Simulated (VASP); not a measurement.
# BeNbCl5 (Cmmm) in VASP: single point with PBE

Aim: the single point of BeNbCl5 with PBE.

Program: VASP 6.6.1. These are calculated values, not measurements. Logs are shortened: lines on timing, memory, paths and dates and some standing lists are left out, and cuts for length are marked.

## (1) The cell of the first run

It takes space group Cmmm (No. 65, orthorhombic). The conventional cell has a = 5.360 Å, b = 6.974 Å, c = 8.695 Å, α = 90.00°, β = 90.00°, γ = 90.00°. Within 3.2 Å of Be (site symmetry mmm) lie 4 Cl at 2.42 Å and 2 Nb at 2.68 Å. Nb (site symmetry mmm) has 4 Cl at 2.58 Å and 4 Be at 2.68 to 3.49 Å within 3.5 Å. Within 3.2 Å of Cl (site symmetry m) lie 3 Cl at 2.39 to 2.97 Å and 1 Be at 2.42 Å and 1 Nb at 2.58 Å. Within 3.5 Å of Cl (site symmetry mmm) lie 4 Cl at 2.69 Å.

The cell was generated, and may not be a known phase.

## (2) Single point, PBE

INCAR

```
SYSTEM = BeNbCl5
PREC = Accurate ; ENCUT = 520
EDIFF = 1E-6 ; ISMEAR = 0
SIGMA = 0.1 ; LREAL = .FALSE.
LASPH = .TRUE. ; NELM = 80
ALGO = Normal ; ISIF = 2
LWAVE = .FALSE. ; LCHARG = .FALSE.
GGA = PE ; NBANDS = 34
```

KPOINTS

```
Automatic mesh
0
G
  4 4 2
  0 0 0
```

POSCAR

```
BeNbCl5
1.0
    2.6801650100     -3.4870330700      0.0000000000
    2.6801650100      3.4870330700      0.0000000000
    0.0000000000      0.0000000000      8.6949593500
Be Nb Cl
1 1 5
Direct
    0.5000000000      0.5000000000      0.5000000000
    0.0000000000      0.0000000000      0.5000000000
    0.2771128100      0.2771128100      0.7421484900
    0.7228871900      0.7228871900      0.7421484900
    0.7228871900      0.7228871900      0.2578515100
    0.2771128100      0.2771128100      0.2578515100
    0.0000000000      0.0000000000      0.0000000000
```

Potentials or basis: VASP PAW PBE potentials, release 64 (Be, Nb_sv, Cl).

On the command line:

```sh
> cat potpaw_PBE.64/Be/POTCAR potpaw_PBE.64/Nb_sv/POTCAR potpaw_PBE.64/Cl/POTCAR > POTCAR
> mpirun -np 1 vasp_std > vasp.out
```

OUTCAR:

```text
SYSTEM = BeNbCl5
   PREC = Accurate
   ENCUT = 520
   EDIFF = 1E-6
   ISMEAR = 0
   LREAL = .FALSE.
   LASPH = .TRUE.
   NELM = 80
   ISIF = 2
   GGA = PE

 ion  position               nearest neighbor table
   1  0.500  0.500  0.500-   3 2.42   4 2.42   5 2.42   6 2.42   2 2.68   2 2.68
   2  0.000  0.000  0.500-   3 2.58   4 2.58   5 2.58   6 2.58   1 2.68   1 2.68
   3  0.277  0.277  0.742-   4 2.39   1 2.42   2 2.58
   4  0.723  0.723  0.742-   3 2.39   1 2.42   2 2.58
   5  0.723  0.723  0.258-   6 2.39   1 2.42   2 2.58
   6  0.277  0.277  0.258-   5 2.39   1 2.42   2 2.58
   7  0.000  0.000  0.000-

  LATTYP: Found a base centered orthorhombic cell.
 ALAT       =     5.3603300200
 B/A-ratio  =     1.3010516356
 C/A-ratio  =     1.6220940348

  Lattice vectors:

 A1 = (   2.6801650100,  -3.4870330700,   0.0000000000)
 A2 = (   2.6801650100,   3.4870330700,   0.0000000000)
 A3 = (   0.0000000000,   0.0000000000,   8.6949593500)

Analysis of symmetry for initial positions (statically):
=====================================================================
 Subroutine PRICEL returns:
 Original cell was already a primitive cell.

 Routine SETGRP: Setting up the symmetry group for a
 base centered orthorhombic supercell.

 Subroutine GETGRP returns: Found  8 space group operations
 (whereof  8 operations were pure point group operations)
 out of a pool of  8 trial point group operations.

The static configuration has the point symmetry D_2h.

Analysis of symmetry for dynamics (positions and initial velocities):
=====================================================================
 Subroutine PRICEL returns:
 Original cell was already a primitive cell.

 Routine SETGRP: Setting up the symmetry group for a
 base centered orthorhombic supercell.

 Subroutine GETGRP returns: Found  8 space group operations
 (whereof  8 operations were pure point group operations)
 out of a pool of  8 trial point group operations.

The dynamic configuration has the point symmetry D_2h.

 Subroutine INISYM returns: Found  8 space group operations
 (whereof  8 operations are pure point group operations),
 and found     1 'primitive' translations

----------------------------------------------------------------------------------------

                                     Primitive cell

  volume of cell :     162.5231

  direct lattice vectors                    reciprocal lattice vectors
     2.680165010 -3.487033070  0.000000000     0.186555678 -0.143388373  0.000000000
     2.680165010  3.487033070  0.000000000     0.186555678  0.143388373  0.000000000
     0.000000000  0.000000000  8.694959350     0.000000000  0.000000000  0.115009163

  length of vectors
     4.398031845  4.398031845  8.694959350     0.235293958  0.235293958  0.115009163

  position of ions in fractional coordinates (direct lattice)
     0.500000000  0.500000000  0.500000000
     0.000000000  0.000000000  0.500000000
     0.277112810  0.277112810  0.742148490
     0.722887190  0.722887190  0.742148490
     0.722887190  0.722887190  0.257851510
     0.277112810  0.277112810  0.257851510
     0.000000000  0.000000000  0.000000000

  ion indices of the primitive-cell ions
   primitive index   ion index
                 1           1
                 2           2
                 3           3
                 4           4
                 5           5
                 6           6
                 7           7

----------------------------------------------------------------------------------------

 KPOINTS: Automatic mesh

Automatic generation of k-mesh.
 Grid dimensions read from file:
 generate k-points for:    4    4    2

 Generating k-lattice:

  Cartesian coordinates                     Fractional coordinates (reciprocal lattice)
     0.046638919 -0.035847093  0.000000000     0.250000000 -0.000000000  0.000000000
     0.046638919  0.035847093  0.000000000    -0.000000000  0.250000000  0.000000000
     0.000000000  0.000000000  0.057504582     0.000000000  0.000000000  0.500000000

  Length of vectors
     0.058823489  0.058823489  0.057504582

  Shift w.r.t. Gamma in fractional coordinates (k-lattice)
     0.000000000  0.000000000  0.000000000

 Subroutine IBZKPT returns following result:
 ===========================================

 Found     14 irreducible k-points:

 Following reciprocal coordinates:
            Coordinates               Weight
  0.000000  0.000000  0.000000      1.000000
  0.250000  0.000000  0.000000      4.000000
  0.500000  0.000000  0.000000      2.000000
  0.250000  0.250000  0.000000      2.000000
  0.500000  0.250000  0.000000      4.000000
 -0.250000  0.250000  0.000000      2.000000
  0.500000  0.500000  0.000000      1.000000
  0.000000  0.000000  0.500000      1.000000
  0.250000  0.000000  0.500000      4.000000
  0.500000  0.000000  0.500000      2.000000
  0.250000  0.250000  0.500000      2.000000
  0.500000  0.250000  0.500000      4.000000
 -0.250000  0.250000  0.500000      2.000000
  0.500000  0.500000  0.500000      1.000000
   k-points           NKPTS =     14   k-points in BZ     NKDIM =     14   number of bands    NBANDS=     34
   number of dos      NEDOS =    301   number of ions     NIONS =      7
   total plane-waves  NPLWV =  90720
   dimension x,y,z NGX =    36 NGY =   36 NGZ =   70
   dimension x,y,z NGXF=    72 NGYF=   72 NGZF=  140
   ions per type =               1   1   5
   NGX,Y,Z   is equivalent  to a cutoff of  13.61, 13.61, 13.38 a.u.
   NGXF,Y,Z  is equivalent  to a cutoff of  27.22, 27.22, 26.77 a.u.
 SYSTEM =  BeNbCl5
   PREC   = accura    normal or accurate (medium, high low for compatibility)
   ISTART =      0    job   : 0-new  1-cont  2-samecut
   ICHARG =      2    charge: 1-file 2-atom 10-const
   ISPIN  =      1    spin polarized calculation?
   LNONCOLLINEAR =      F non collinear calculations
   LSORBIT =      F    spin-orbit coupling
   LASPH  =      T    aspherical Exc in radial PAW
   ENCUT  =  520.0 eV  38.22 Ry    6.18 a.u.   8.18  8.18 16.17*2*pi/ulx,y,z
   NELM   =     80;   NELMIN=  2; NELMDL= -5     # of ELM steps
   EDIFF  = 0.1E-05   stopping-criterion for ELM
   LREAL  =      F    real-space projection
   EDIFFG = 0.1E-04   stopping-criterion for IOM
   NSW    =      0    number of steps for IOM
   IBRION =     -1    ionic relax: 0-MD 1-quasi-New 2-CG
   NFREE  =      0    steps in history (QN), initial steepest desc. (CG)
   ISIF   =      2    stress and relaxation
   ISYM   =      2    0-nonsym 1-usesym 2-fastsym
   POTIM  = 0.5000    time-step for ionic-motion
   TEBEG  =    0.0;   TEEND  =   0.0 temperature during run
   PSTRESS=    0.0 pullay stress
   NELECT =      50.0000    total number of electrons
   NUPDOWN=      -1.0000    fix difference up-down
   EMIN   =  10.00;   EMAX   =-10.00  energy-range for DOS
   EFERMI =   0.00;   METHOD = LEGACY
   ISMEAR =     0;   SIGMA  =   0.10  broadening in eV -4-tet -1-fermi 0-gaus
   EFERMI_NEDOS =   21; number of points for ismear=-14 and -15
   IALGO  =     38    algorithm
   IMIX   =      4    mixing-type and parameters
     AMIX     =   0.40;   BMIX     =  1.00
     AMIX_MAG =   1.60;   BMIX_MAG =  1.00
  volume/ion in A,a.u.               =      23.22       156.68
  Fermi-wavevector in a.u.,A,eV,Ry     =   1.105163  2.088456 16.617964  1.221386
  Thomas-Fermi vector in A             =   2.241646
   LORBIT       =      0    0 simple, 1 ext, 2 COOP (PROOUT), +10 PAW based schemes
   GGA     = PE    functional components
   LHFCALC =     F    Hartree Fock is set to
   AEXX    =    0.0000 exact exchange contribution
   IVDW    =     0    specifies the selected vdW correction
   LEPSILON=     F    determine dielectric tensor
   LRPA    =     F    only Hartree local field effects (RPA)
 non-spin polarized calculation
 Gauss-broadening in eV      SIGMA  =   0.10
  energy-cutoff  :      520.00
  volume of cell :      162.52
 maximum number of plane-waves:      4400
 NGX is ok and might be reduce to    36
   NGX = 17   NGY = 17   NGZ = 33

 number of electron      50.0000001 magnetization

 Free energy of the ion-electron system (eV)
  ---------------------------------------------------
  ext. energy  EPLUGINS =         0.00000000
  ---------------------------------------------------
  free energy    TOTEN  =       -21.74741055 eV

  energy without entropy =      -21.71460942  energy(sigma->0) =      -21.73100998

 E-fermi :   2.9958     XC(G=0):  -8.7557

 val. band max:        2.9783180276   @ k =   0.0000   0.0000   0.5000
 cond. band min:       3.0234675452   @ k =  -0.2500   0.2500   0.5000
 fundamental gap:      0.0451495176
 Fermi energy:         2.9957844870

 k-point     1 :       0.0000    0.0000    0.0000
  band No.  band energies     occupation
      1     -53.0277      2.00000
      2     -29.2230      2.00000
      3     -28.9875      2.00000
      4     -28.8986      2.00000
      5     -14.1037      2.00000
      6     -13.8559      2.00000
[... 26 lines left out ...]
     33       8.4180      0.00000
     34       8.8553      0.00000

 k-point     2 :       0.2500    0.0000    0.0000
  band No.  band energies     occupation
      1     -53.0276      2.00000
      2     -29.2225      2.00000
      3     -28.9898      2.00000
      4     -28.8999      2.00000
      5     -13.8781      2.00000
      6     -13.7118      2.00000
[... 26 lines left out ...]
     33       9.1646      0.00000
     34       9.4158      0.00000

 k-point     3 :       0.5000    0.0000    0.0000
  band No.  band energies     occupation
      1     -53.0275      2.00000
      2     -29.2220      2.00000
      3     -28.9922      2.00000
      4     -28.9011      2.00000
      5     -13.5213      2.00000
      6     -13.4897      2.00000
[... 26 lines left out ...]
     33       8.6616      0.00000
     34       8.9957      0.00000

 k-point     4 :       0.2500    0.2500    0.0000
  band No.  band energies     occupation
      1     -53.0275      2.00000
      2     -29.2220      2.00000
      3     -28.9920      2.00000
      4     -28.9013      2.00000
      5     -13.5285      2.00000
      6     -13.5038      2.00000
[... 26 lines left out ...]
     33       8.8522      0.00000
     34      10.0514      0.00000

 k-point     5 :       0.5000    0.2500    0.0000
  band No.  band energies     occupation
      1     -53.0274      2.00000
      2     -29.2218      2.00000
      3     -28.9943      2.00000
      4     -28.9026      2.00000
      5     -13.7223      2.00000
      6     -13.5818      2.00000
[... 251 lines left out ...]
 k-point    12 :       0.5000    0.2500    0.5000
  band No.  band energies     occupation
      1     -53.0274      2.00000
      2     -29.2218      2.00000
      3     -28.9943      2.00000
      4     -28.9026      2.00000
      5     -13.6529      2.00000
      6     -13.6479      2.00000
[... 26 lines left out ...]
     33       9.0897      0.00000
     34       9.2165      0.00000

 k-point    13 :      -0.2500    0.2500    0.5000
  band No.  band energies     occupation
      1     -53.0275      2.00000
      2     -29.2223      2.00000
      3     -28.9920      2.00000
      4     -28.9013      2.00000
      5     -13.8897      2.00000
      6     -13.8539      2.00000
[... 26 lines left out ...]
     33       8.5166      0.00000
     34       8.7533      0.00000

 k-point    14 :       0.5000    0.5000    0.5000
  band No.  band energies     occupation
      1     -53.0273      2.00000
      2     -29.2215      2.00000
      3     -28.9966      2.00000
      4     -28.9040      2.00000
      5     -13.7691      2.00000
      6     -13.7366      2.00000
[... 26 lines left out ...]
     33       7.6927      0.00000
     34       8.5736      0.00000

------------------------ aborting loop because EDIFF is reached ----------------------------------------

  FORCE on cell =-STRESS in cart. coord.  units (eV):
  Direction    XX          YY          ZZ          XY          YZ          ZX
  --------------------------------------------------------------------------------------
  -------------------------------------------------------------------------------------
  Total       12.5156138     -1.7464127     -9.3666076      0.0000000      0.0000000      0.0000000
  in kB      123.3808011    -17.2163990    -92.3374247      0.0000000      0.0000000      0.0000000
  external PRESSURE =       4.6089925 kB  Pullay stress =       0.0000000 kB

 VOLUME and BASIS-vectors are now :
 -----------------------------------------------------------------------------
  energy-cutoff  :      520.00
  volume of cell :      162.52
      direct lattice vectors                 reciprocal lattice vectors
     2.680165010 -3.487033070  0.000000000     0.186555678 -0.143388373  0.000000000
     2.680165010  3.487033070  0.000000000     0.186555678  0.143388373  0.000000000
     0.000000000  0.000000000  8.694959350     0.000000000  0.000000000  0.115009163

 POSITION                                       TOTAL-FORCE (eV/Angst)
 -----------------------------------------------------------------------------------
      2.68017      0.00000      4.34748        -0.000000      0.000000      0.000000
      0.00000      0.00000      4.34748        -0.000000      0.000000      0.000000
      1.48542      0.00000      6.45295        -2.614942      0.000000     -1.968467
      3.87491      0.00000      6.45295         2.614942      0.000000     -1.968467
      3.87491      0.00000      2.24201         2.614942      0.000000      1.968467
      1.48542      0.00000      2.24201        -2.614942      0.000000      1.968467
      0.00000      0.00000      0.00000         0.000000      0.000000      0.000000
 -----------------------------------------------------------------------------------
    total drift:                                0.000000     -0.000000      0.000000

  FREE ENERGIE OF THE ION-ELECTRON SYSTEM (eV)
  ---------------------------------------------------
  free  energy   TOTEN  =       -21.7474105483 eV

  energy  without entropy=      -21.7146094196  energy(sigma->0) =      -21.73100998
```

It took 3.9 min on 1 thread of AMD EPYC 7R13, shared host; peak memory 0.28 GiB.

Results:

| Item | Value |
| --- | --- |
| Free energy | -21.7474 eV |
| Pressure | 0.5 GPa |
| Largest force | 3.273 eV/Å |
| Band gap on the k mesh | zero (bands 25 and 26 overlap by 0.58 eV) |

Forces on the atoms (eV/Å):
```
Be   0.000  0.000  0.000
Nb   0.000  0.000  0.000
Cl  -2.615  0.000 -1.968
Cl   2.615  0.000 -1.968
Cl   2.615  0.000  1.968
Cl  -2.615  0.000  1.968
Cl   0.000  0.000  0.000
```

Caveat: the k points lie up to 0.37 Å⁻¹ apart, too coarse for converged energies and pressures of a metal; forces of over 1 eV/Å act on the atoms, so gaps and moduli don't describe the material at rest.

The gap in the log of VASP goes by the Fermi energy; the results here count the filled bands.